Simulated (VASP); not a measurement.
Runs of VASP 6.6.1 on MgCdS4. The structure is that of space group P-6m2 (No. 187), or close to it. The cells are those of the table. 

```tsv
task	cell	k mesh	cutoff (eV)	gap on the mesh (eV)	pressure (GPa)	largest force (eV/Å)
relaxation of cell and atoms	relaxed from a = 5.913, b = 5.913, c = 4.581 Å, angles 90.0, 90.0, 120.0°, 6 atoms	3 × 3 × 4	600	none	0.0	0.02
single point	a = 5.913, b = 5.913, c = 4.581 Å, angles 90.0, 90.0, 120.0°, 6 atoms	3 × 3 × 4	520	none	-5.5	(b)
single point	a = 5.861, b = 5.861, c = 4.094 Å, angles 90.0, 90.0, 120.0°, 6 atoms	3 × 3 × 4	520	none	0.1	(a)
single point	a = 6.833, b = 6.833, c = 3.188 Å, angles 90.0, 90.0, 120.0°, 6 atoms	6 × 6 × 10	520	none	-0.1	0.01
```

Alike in all rows: level PBE; potentials or basis VASP PAW PBE potentials, release 64 (Mg, Cd, S); no spin polarisation; smearing gaussian 0.1 eV.

Question: Fill in the values left out.

Answer: (a) 0.03; (b) 0.31.

Caveats: some runs use coarse meshes.

A k mesh can miss the band edges, and the runs leave out spin-orbit coupling on Cd.

A gap of «none» marks levels without a gap at the run's occupations.
